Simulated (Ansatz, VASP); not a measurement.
# One calculation of Pt4Au, two programs

The input INCAR:

```
SYSTEM = Pt4Au
PREC     = Accurate       ! precision mode
ENCUT    = 520            ! plane-wave cutoff, eV
EDIFF    = 1E-6           ! SCF threshold, eV
ISMEAR   = -1             ! smearing method
SIGMA    = 0.1            ! smearing width, eV
LREAL    = .FALSE.        ! projectors in reciprocal space
LASPH    = .TRUE.         ! aspherical terms in the spheres
NELM     = 80             ! most SCF steps
ALGO     = Normal         ! electronic algorithm
ISIF     = 2              ! what is computed and relaxed
LWAVE    = .FALSE.        ! write WAVECAR
LCHARG   = .TRUE.         ! write CHGCAR
LDIPOL   = .TRUE.       
IDIPOL   = 3            
DIPOL    = 0.5 0.5 0.500
GGA      = PS             ! functional
LELF     = .TRUE.         ! ELF
LVHAR    = .TRUE.       
LVACPOTAV= .TRUE.       
NBANDS   = 34             ! bands
```

File KPOINTS:

```
Automatic mesh
0
G
  12 9 1
  0 0 0
```

The input POSCAR:

```
Pt4Au
1.0
    2.7716650196      0.0000000000      0.0000000000
    0.0000000000      3.9197262610      0.0000000000
    0.0000000000      0.0000000000     21.5433000000
Pt Au
4 1
Direct
    0.0000000000      0.0000000000      0.3775261929
    0.5000000000      0.5000000000      0.4317546603
    0.5000000000      0.5000000000      0.5682453384
    0.0000000000      0.0000000000      0.6224738066
    0.0000000000      0.0000000000      0.5000000018
```

Input for Ansatz:

```yaml
crystal:
  lattice:
    - [2.7716650196, 0.0, 0.0]
    - [0.0, 3.919726261, 0.0]
    - [0.0, 0.0, 21.5433]
  atoms:
    - { symbol: Pt, position: [0.0, 0.0, 0.3775261929] }
    - { symbol: Pt, position: [0.5, 0.5, 0.4317546603] }
    - { symbol: Au, position: [0.0, 0.0, 0.5000000018] }
    - { symbol: Pt, position: [0.5, 0.5, 0.5682453384] }
    - { symbol: Pt, position: [0.0, 0.0, 0.6224738066] }
kpoints:
  mp_grid: { grid: [12, 9, 1] }
scf:
  occupations: { method: fermi_dirac, width: 0.1 }
hamiltonian:
  xc: pbesol
  pseudopotentials: { kind: paw }
output:
  forces: true
  stress: true
  eigenvalues: true
efield:
  axis: 3
  amplitude: 0
  dipole_correction: true
```

Alike in both runs: task single point; functional PBEsol; k mesh 12 × 9 × 1; occupations fermi-dirac, width 0.1 eV; no spin polarisation.

|  | VASP | Ansatz |
| --- | --- | --- |
| version | VASP 6.6.1 | Ansatz 0.2.0 |
| potentials or method | VASP PAW PBE potentials, release 64 (Pt, Au) | PAW with Ansatz's default frozen-core files, scalar-relativistic |
| plane-wave cutoff (eV) | 520 | 420 |
| valence electrons in the cell | 51 | 91 |

```tsv
	VASP	Ansatz	Ansatz less VASP
rms of the force components (eV/Å)	0.306	0.312	+0.0057
```

VASP's potentials were made for PBE, not for PBEsol. VASP's potentials hold 51 valence electrons a cell and Ansatz's 91, so a difference there can come from the potentials and not from the codes.

Spin-orbit coupling is off throughout.
